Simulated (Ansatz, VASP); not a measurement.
Ta2Si2O in VASP and in Ansatz

```xyz
5
Lattice="-1.6402 1.6402 6.8566 1.6402 -1.6402 6.8566 1.6402 1.6402 -6.8566" Properties=species:S:1:pos:R:3 pbc="T T T"
Ta    0.0000    0.0000    5.4345
Ta    0.0000    0.0000    8.2788
Si    0.0000    1.6402    3.4283
Si    1.6402    0.0000    3.4283
O     0.0000    0.0000    0.0000
```

Change from the starting cell: species swapped into the YGe2Rh2 type (I4/mmm, No. 139).

Alike in both runs: task single point; functional PBE; k mesh 8 × 8 × 8; occupations gaussian, width 0.1 eV; collinear spin.

|  | VASP | Ansatz |
| --- | --- | --- |
| version | VASP 6.6.1 | Ansatz 0.2.0 |
| potentials or method | VASP PAW PBE potentials, release 64 (Ta_pv, Si, O), cutoff 520 eV | scalar-relativistic, plane waves, PAW |
| valence electrons in the cell | 36 | 40 |

|  | VASP | Ansatz | Ansatz less VASP |
| --- | --- | --- | --- |
| gap on the k mesh at the Fermi level (eV) | none | none | - |
| pressure (GPa) | 0.0 | 0.0 | +0.04 |
| traceless stress, the component that is largest in VASP (GPa) | -0.08 | -0.10 | -0.024 |
| rms of the force components (eV/Å) | 0.029 | 0.025 | -0.0043 |
| net moment per atom (μB) | 0.00 | 0.00 | 0.000 |

Atom by atom the forces differ by 0.004 eV/Å (rms over components). A gap of «none» marks a metal or a gap that the smearing closes. With one functional, cell and mesh, what is left measures potentials, basis and numerics. VASP's potentials hold 36 valence electrons a cell and Ansatz's 40, so a difference there can come from the potentials and not from the codes. Ansatz's warnings: seeded moment not kept.

Spin-orbit coupling is off throughout.
